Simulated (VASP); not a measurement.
**Sn: single point with r2SCAN**

Crystal: Sn.

```xyz
2
Lattice="0.0000 3.1645 3.2456 3.3267 0.0000 3.2456 3.3267 3.1645 0.0000" Properties=species:S:1:pos:R:3 pbc="T T T"
Sn    3.3267    3.1645    3.2456
Sn    4.9901    4.7467    4.8684
```

This cell differs from its parent crystal: strain +0.0250 x Voigt [1, -1, 0, 0, 0, 0].

| Item | Value |
| --- | --- |
| Program | VASP 6.6.1 |
| Task | single point |
| Functional | r2SCAN |
| Potentials or basis | VASP PAW PBE potentials, release 64 (Sn_d) |
| Cutoff | 520 eV |
| k mesh | 12 × 12 × 12 |
| Occupations | gaussian, width 0.15 eV |
| Spin | no spin polarisation |
| Dipole correction | no |
| Further INCAR settings | ALGO = Normal; EDIFF = 1e-07; NBANDS = 21 |

```yaml
Pressure: 1.6 GPa
```

Stress tensor (GPa, compression positive):
```
0.68 0.00 0.00
0.00 2.47 0.00
0.00 0.00 1.68
```

Levels at points of the mesh, in eV from the Fermi level:
| k point | band 10 | band 11 | band 12 | band 13 | band 14 | band 15 | band 16 | band 17 | band 18 | band 19 |
| --- | --- | --- | --- | --- | --- | --- | --- | --- | --- | --- |
| (0.00, 0.00, 0.00) | -22.04 | -11.18 | -0.43 | -0.23 | -0.04 | 0.12 | 2.06 | 2.18 | 2.29 | 5.36 |
| (0.50, 0.00, 0.00) | -22.00 | -9.46 | -6.65 | -1.48 | -1.16 | 0.06 | 3.23 | 3.42 | 5.92 | 8.72 |
| (0.50, 0.50, 0.00) | -21.99 | -7.91 | -7.91 | -2.72 | -2.72 | 0.87 | 0.87 | 7.98 | 7.98 | 9.60 |
| (0.50, 0.00, 0.50) | -22.00 | -7.81 | -7.81 | -2.87 | -2.87 | 0.70 | 0.70 | 8.09 | 8.09 | 9.79 |
| (0.00, 0.50, 0.50) | -21.97 | -8.01 | -8.01 | -2.59 | -2.59 | 1.04 | 1.04 | 8.04 | 8.04 | 9.66 |

It took 9.1 min on 1 thread of Intel(R) Xeon(R) 6975P-C (Granite Rapids) (shared host), peak memory 0.45 GiB.

Caveat: the cell differs from its parent crystal (strain +0.0250 x Voigt [1, -1, 0, 0, 0, 0]); the PAW data sets were made with another functional, which shifts forces and pressure a little; spin-orbit coupling is left out, which moves the levels of the heavy elements.
